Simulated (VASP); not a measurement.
# Fe (Im-3m) in VASP: notebook

The runs below take Fe through single point, with BLYP.

Everything below comes from runs of VASP 6.6.1. Logs are shortened: lines on timing, memory, paths and dates and some standing lists are left out, and cuts for length are marked.

## 1. The cell of the first run

The structure is cubic, space group Im-3m (No. 229). The conventional cell has a = 2.839 Å, b = 2.839 Å, c = 2.839 Å, α = 90.00°, β = 90.00°, γ = 90.00°. Within 3.2 Å of Fe (site symmetry m-3m) lie 14 Fe at 2.46 to 2.84 Å.

## 2. Single point, BLYP, collinear spin, antiferromagnetic start

INCAR reads:

```
PREC = Accurate ; ENCUT = 520
EDIFF = 1E-6 ; ISMEAR = -1
SIGMA = 0.05 ; LREAL = F
LASPH = T ; NELM = 150
ALGO = Normal ; ISIF = 2
LWAVE = F ; LCHARG = F
ISPIN = 2 ; MAGMOM = 2.5 -2.5
LORBIT = 11 ; LMAXMIX = 4
GGA = B5 ; ALDAX = 1.0
AGGAX = 1.0 ; AGGAC = 1.0
ALDAC = 0.0 ; NBANDS = 19
```

KPOINTS reads:

```
Automatic mesh
0
Gamma
  11 11 11
```

POSCAR reads:

```
Fe
1.0
    2.8389615196      0.0000000000      0.0000000000
    0.0000000000      2.8389615196      0.0000000000
    0.0000000000      0.0000000000      2.8389615196
Fe
2
Direct
    0.0000000000      0.0000000000      0.0000000000
    0.5000000000      0.5000000000      0.5000000000
```

Potentials or basis: VASP PAW PBE potentials, release 64 (Fe).

Launch:

```bash
$ cat potpaw_PBE.64/Fe/POTCAR > POTCAR
$ mpirun -np 1 vasp_std > vasp.out
```

OUTCAR:

```text
PREC = Accurate
   ENCUT = 520
   EDIFF = 1E-6
   ISMEAR = -1
   LREAL = F
   LASPH = T
   NELM = 150
   ISIF = 2
   ISPIN = 2
   LORBIT = 11
   GGA = B5

 ion  position               nearest neighbor table
   1  0.000  0.000  0.000-   2 2.46   2 2.46   2 2.46   2 2.46   2 2.46   2 2.46   2 2.46   2 2.46

   2  0.500  0.500  0.500-   1 2.46   1 2.46   1 2.46   1 2.46   1 2.46   1 2.46   1 2.46   1 2.46

  LATTYP: Found a simple cubic cell.
 ALAT       =     2.8389615196

  Lattice vectors:

 A1 = (   2.8389615196,   0.0000000000,   0.0000000000)
 A2 = (   0.0000000000,   2.8389615196,   0.0000000000)
 A3 = (   0.0000000000,   0.0000000000,   2.8389615196)

Analysis of symmetry for initial positions (statically):
=====================================================================
 Subroutine PRICEL returns following result:

  LATTYP: Found a body centered cubic cell.
 ALAT       =     2.8389615196
[... 12 lines left out ...]
 Subroutine GETGRP returns: Found 48 space group operations
 (whereof 48 operations were pure point group operations)
 out of a pool of 48 trial point group operations.

The static configuration has the point symmetry O_h .

Analysis of symmetry for dynamics (positions and initial velocities):
=====================================================================
 Subroutine PRICEL returns following result:

  LATTYP: Found a body centered cubic cell.
 ALAT       =     2.8389615196
[... 12 lines left out ...]
 Subroutine GETGRP returns: Found 48 space group operations
 (whereof 48 operations were pure point group operations)
 out of a pool of 48 trial point group operations.

The dynamic configuration has the point symmetry O_h .

Analysis of structural, dynamic, and magnetic symmetry:
=====================================================================
 Subroutine PRICEL returns following result:

  LATTYP: Found a body centered cubic cell.
 ALAT       =     2.8389615196
[... 12 lines left out ...]
 Subroutine GETGRP returns: Found 48 space group operations
 (whereof 48 operations were pure point group operations)
 out of a pool of 48 trial point group operations.

The overall configuration has the point symmetry O_h .

 Subroutine INISYM returns: Found 48 space group operations
 (whereof 48 operations are pure point group operations),
 and found     2 'primitive' translations

----------------------------------------------------------------------------------------

                                     Primitive cell

[... 104 lines left out ...]
   EFERMI_NEDOS =   21; number of points for ismear=-14 and -15
   IALGO  =     38    algorithm
   IMIX   =      4    mixing-type and parameters
     AMIX     =   0.40;   BMIX     =  1.00
     AMIX_MAG =   1.60;   BMIX_MAG =  1.00
  volume/ion in A,a.u.               =      11.44        77.20
  Fermi-wavevector in a.u.,A,eV,Ry     =   1.453077  2.745918 28.727790  2.111433
  Thomas-Fermi vector in A             =   2.570385
   LORBIT       =     11    0 simple, 1 ext, 2 COOP (PROOUT), +10 PAW based schemes
   GGA     = B5    functional components
   LHFCALC =     F    Hartree Fock is set to
   AEXX    =    0.0000 exact exchange contribution
   IVDW    =     0    specifies the selected vdW correction
   LEPSILON=     F    determine dielectric tensor
   LRPA    =     F    only Hartree local field effects (RPA)
 spin polarized calculation
  energy-cutoff  :      520.00
  volume of cell :       22.88
 maximum number of plane-waves:       627
 NGX is ok and might be reduce to    24
   NGX = 11   NGY = 11   NGZ = 11

 number of electron      16.0000011 magnetization       0.0000000

 number of electron      16.0000011 magnetization      -0.0000000

 Free energy of the ion-electron system (eV)
  ---------------------------------------------------
  ext. energy  EPLUGINS =         0.00000000
  ---------------------------------------------------
  free energy    TOTEN  =       -13.51058498 eV

  energy without entropy =      -13.46788852  energy(sigma->0) =      -13.48923675

 E-fermi :   6.4245     XC(G=0): -12.4834

 val. band max:        6.4240706446   @ k =   0.1818   0.1818   0.1818
 cond. band min:       6.4290284428   @ k =   0.2727   0.0909   0.0909
 fundamental gap:      0.0049577982
 Fermi energy:         6.4245309886

 spin component 1

 k-point     1 :       0.0000    0.0000    0.0000
  band No.  band energies     occupation
      1      -1.9089      1.00000
      2       2.1880      1.00000
      3       2.1880      1.00000
      4       4.6649      1.00000
      5       4.6649      1.00000
      6       4.6649      1.00000
[... 517 lines left out ...]
     18      26.7150      0.00000
     19      30.6727      0.00000

 [... further k-points ...]

 spin component 2

 k-point     1 :       0.0000    0.0000    0.0000
  band No.  band energies     occupation
      1      -1.9089      1.00000
      2       2.1880      1.00000
      3       2.1880      1.00000
      4       4.6649      1.00000
      5       4.6649      1.00000
      6       4.6649      1.00000
[... 517 lines left out ...]
     18      26.7150      0.00000
     19      30.6727      0.00000

 [... further k-points ...]
[... 5 lines left out ...]
  --------------------------------------------------------------------------------------
  -------------------------------------------------------------------------------------
  Total        0.0080999      0.0080999      0.0080999     -0.0000000     -0.0000000      0.0000000
  in kB        0.5671685      0.5671685      0.5671685     -0.0000000     -0.0000000      0.0000000
  external PRESSURE =       0.5671685 kB  Pullay stress =       0.0000000 kB

 VOLUME and BASIS-vectors are now :
 -----------------------------------------------------------------------------
  energy-cutoff  :      520.00
  volume of cell :       22.88
      direct lattice vectors                 reciprocal lattice vectors
     2.838961520  0.000000000  0.000000000     0.352241477  0.000000000  0.000000000
     0.000000000  2.838961520  0.000000000     0.000000000  0.352241477  0.000000000
     0.000000000  0.000000000  2.838961520     0.000000000  0.000000000  0.352241477

 POSITION                                       TOTAL-FORCE (eV/Angst)
 -----------------------------------------------------------------------------------
      0.00000      0.00000      0.00000         0.000000     -0.000000      0.000000
      1.41948      1.41948      1.41948        -0.000000      0.000000     -0.000000
 -----------------------------------------------------------------------------------
    total drift:                                0.000000      0.000000     -0.000000

  FREE ENERGIE OF THE ION-ELECTRON SYSTEM (eV)
  ---------------------------------------------------
  free  energy   TOTEN  =       -13.5105849850 eV

  energy  without entropy=      -13.4678885192  energy(sigma->0) =      -13.48923675

 total charge

# of ion       s       p       d       tot
------------------------------------------
    1        0.484   0.510   6.302   7.296
    2        0.484   0.510   6.302   7.296
--------------------------------------------------
tot          0.969   1.020  12.603  14.591

 magnetization (x)

# of ion       s       p       d       tot
------------------------------------------
    1        0.015   0.022   1.346   1.383
    2       -0.015  -0.022  -1.346  -1.383
--------------------------------------------------
tot          0.000   0.000   0.000   0.000
```

OSZICAR:

```text
N       E                     dE             d eps       ncg     rms          rms(c)
DAV:   1     0.803161618410E+02    0.80316E+02   -0.71381E+03  4552   0.110E+03
DAV:   2    -0.121948573488E+02   -0.92511E+02   -0.81505E+02  4280   0.202E+02
DAV:   3    -0.157158028317E+02   -0.35209E+01   -0.32384E+01  4659   0.505E+01
DAV:   4    -0.157463863793E+02   -0.30584E-01   -0.30540E-01  4801   0.440E+00
DAV:   5    -0.157467420934E+02   -0.35571E-03   -0.35571E-03  4760   0.448E-01    0.150E+01
DAV:   6    -0.137283046827E+02    0.20184E+01   -0.60878E+00  4601   0.520E+01    0.613E+00
DAV:   7    -0.135356604604E+02    0.19264E+00   -0.65064E-01  4661   0.151E+01    0.319E+00
DAV:   8    -0.135212284414E+02    0.14432E-01   -0.73878E-03  5188   0.104E+00    0.109E+00
DAV:   9    -0.135113026660E+02    0.99258E-02   -0.25380E-03  6854   0.110E+00    0.333E-01
DAV:  10    -0.135105522480E+02    0.75042E-03   -0.91623E-04  6075   0.497E-01    0.116E-01
DAV:  11    -0.135105999097E+02   -0.47662E-04   -0.83386E-05  6398   0.118E-01    0.689E-02
DAV:  12    -0.135105869618E+02    0.12948E-04   -0.43307E-06  4888   0.253E-02    0.163E-02
DAV:  13    -0.135105850211E+02    0.19406E-05   -0.11866E-06  3419   0.127E-02    0.253E-03
DAV:  14    -0.135105849850E+02    0.36146E-07   -0.11271E-07  2425   0.314E-03
   1 F= -.13510585E+02 E0= -.13489237E+02  d E =-.426965E-01  mag=     0.0000
```

Run time: 60 s. Hardware: 1 thread of Intel Xeon 8259CL, shared host; peak memory 0.17 GiB.

Results:

* Free energy: -13.5106 eV
* Pressure: 0.1 GPa
* Band gap on the k mesh: zero (filled and empty bands overlap)
* Net moment: 0.00 μB per cell
* Site moments: Fe +1.38, -1.38 μB
* Valence electrons inside the program's atomic spheres: Fe 7.30

Caveat: the PAW data sets were made with another functional, which shifts forces and pressure a little.

[end of part 1 of 2]
